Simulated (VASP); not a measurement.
Here is a VASP 6.6.1 calculation.

Contents of INCAR:

```
SYSTEM = Ga2O3
PREC     = Accurate       ! precision mode
ENCUT    = 520            ! plane-wave cutoff, eV
EDIFF    = 1E-7           ! SCF threshold, eV
ISMEAR   = -1             ! smearing method
SIGMA    = 0.1861         ! smearing width, eV
LREAL    = Auto         
LASPH    = .True.         ! aspherical terms in the spheres
NELM     = 60             ! most SCF steps
ALGO     = Normal         ! electronic algorithm
ISIF     = 2              ! what is computed and relaxed
LWAVE    = .False.        ! write WAVECAR
LCHARG   = .False.        ! write CHGCAR
GGA      = PE             ! functional
ISYM     = 0            
NBANDS   = 79             ! bands
```

Contents of KPOINTS:

```
regular mesh
0
Gamma
  1 1 1
  0 0 0
```

Contents of POSCAR:

```
Ga2O3
1.0
    5.4742580000     -0.0378450000     -0.0147940000
   -0.0378450000      5.4580010000     -0.0143210000
   -0.0147940000     -0.0143210000      5.6231180000
Ga O
6 9
Direct
    1.1399482568      0.2826216676      0.7759934647
    0.8081090052      0.5830254179      0.2794098704
    0.2754690661      0.7040747069      0.2763303817
    0.6767744777      0.0610590539      0.5168526836
    0.5889884066      0.4916737758      0.7894486217
    0.7933627053      0.0394382519      0.0346488911
    0.5784333358      0.7936388976      1.0316379712
    0.9560553823      0.0062602189      0.7030490087
    0.4275261526      0.1845167382      0.7137640160
    0.5791321921      0.6682071881      0.4999820521
    0.0920597158      0.4098921810      0.4806182259
    0.8656743626      0.4124169049     -0.0244094097
    0.6429002995      0.2509717660      0.2885684123
    0.3089586979      0.4017073468      0.0538061954
   -0.0435743310     -0.1304449586      0.3302392479
```

Potentials or basis: VASP PAW PBE potentials, release 64 (Ga_d, O).

Launch:

```bash
$ cat potpaw_PBE.64/Ga_d/POTCAR potpaw_PBE.64/O/POTCAR > POTCAR
$ mpirun -np 1 vasp_gam > vasp.out
```

Q: What does it give for the band gap on the k mesh?

A: 0.62 eV.

Q: What does it give for the largest force?

A: 5.618 eV/Å.

Q: Predict the pressure.

A: 16.6 GPa.

Stress tensor (GPa, compression positive):
```
21.03  3.66 -2.67
 3.66 12.32 -2.03
-2.67 -2.03 16.49
```

Caveat: the k points lie up to 1.15 Å⁻¹ apart.
